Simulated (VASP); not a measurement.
Wanted: the native input for a VASP 6.6.1 run.

```
Task                   : single point
Functional             : PBEsol
Potentials or basis    : VASP PAW PBE potentials, release 64 (F)
Cutoff                 : 520 eV
k mesh                 : 4 × 4 × 2
Occupations            : gaussian, width 0.05 eV
Spin                   : no spin polarisation
Dipole correction      : no
Further INCAR settings : ALGO = Normal; EDIFF = 1e-06; NBANDS = 22
```

The structure of F lies in POSCAR:

```
F
1.0
    2.9484629692     -1.6945827202     -0.2274109001
    2.9484629692      1.6945827202     -0.2274109001
   -2.2170189184      0.0000000000      6.7863396219
F
4
Direct
    0.0848459664      0.0848459664      0.0979998919
    0.9151540336      0.9151540336      0.9020001081
    0.5015719855      0.5015719855      0.5937195244
    0.4984280145      0.4984280145      0.4062804756
```

The input as run:

INCAR

```
SYSTEM = F
  PREC = Accurate
  ENCUT = 520
  EDIFF = 1E-6
  ISMEAR = 0
  SIGMA = 0.05
  LREAL = .FALSE.
  LASPH = .TRUE.
  NELM = 100
  ALGO = Normal
  ISIF = 2
  LWAVE = .FALSE.
  LCHARG = .FALSE.
  GGA = PS
  NBANDS = 22
```

KPOINTS

```
Automatic mesh
0
G
  4 4 2
  0 0 0
```

Potentials or basis: VASP PAW PBE potentials, release 64 (F).

The run is started by

```console
$ cat potpaw_PBE.64/F/POTCAR > POTCAR
$ mpirun -np 1 vasp_std > vasp.out
```

It gave:

```
Pressure               : 5.7 GPa
Largest force          : 3.779 eV/Å
Band gap on the k mesh : 3.41 eV, indirect (least direct gap 3.55 eV)
```

Caveat: the k points lie up to 0.55 Å⁻¹ apart; the PAW data sets were made with another functional, which shifts forces and pressure a little.

Run time: 39 s on 1 thread of Intel Xeon 6975P-C (shared host), peak memory 0.18 GiB.
